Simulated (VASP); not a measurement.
The system is CoO.

```
Co O
1.0
     2.57246    0.00000    0.00000
     0.00000    2.57246    0.00000
     0.00000    0.00000    2.57246
Co O
1 1
Direct
  0.00000 0.00000 0.00000
  0.50000 0.50000 0.50000
```

Base run:

```yaml
Program: VASP 6.6.1
Functional: PBEsol
Potentials_or_basis: VASP PAW PBE potentials, release 64 (Co, O)
Cutoff: 520 eV
k_mesh: 16 × 16 × 16
Occupations: gaussian, width 0.1 eV
Spin: collinear spin, ferromagnetic start
Starting_moments: "[0.5, 0.0] μB"
```

Its results: pressure -0.4 GPa.

After a change of settings the same cell gave: pressure -15.8 GPa. Which change was it?
A. moments at the start from [0.5, 0.0] to [4.5, 0.0]
B. moments at the start from [0.5, 0.0] to [3.0, 0.0]
C. spin from collinear spin, ferromagnetic start to no spin polarisation; further incar settings from ALGO = Normal; EDIFF = 1e-06; NBANDS = 18 to ALGO = Normal; EDIFF = 1e-07; NBANDS = 14
D. moments at the start from [0.5, 0.0] to [1.04, 0.05]; fixed moment from none to 1 μB

C.

Caveats: the PAW data sets were made with another functional, which shifts forces and pressure a little; a cell with one magnetic atom can't hold antiferromagnetic order, which such compounds often take (some runs); an odd number of electrons without spin polarisation forces a metal (some runs); a magnetic or distorted state may lie lower (some runs).
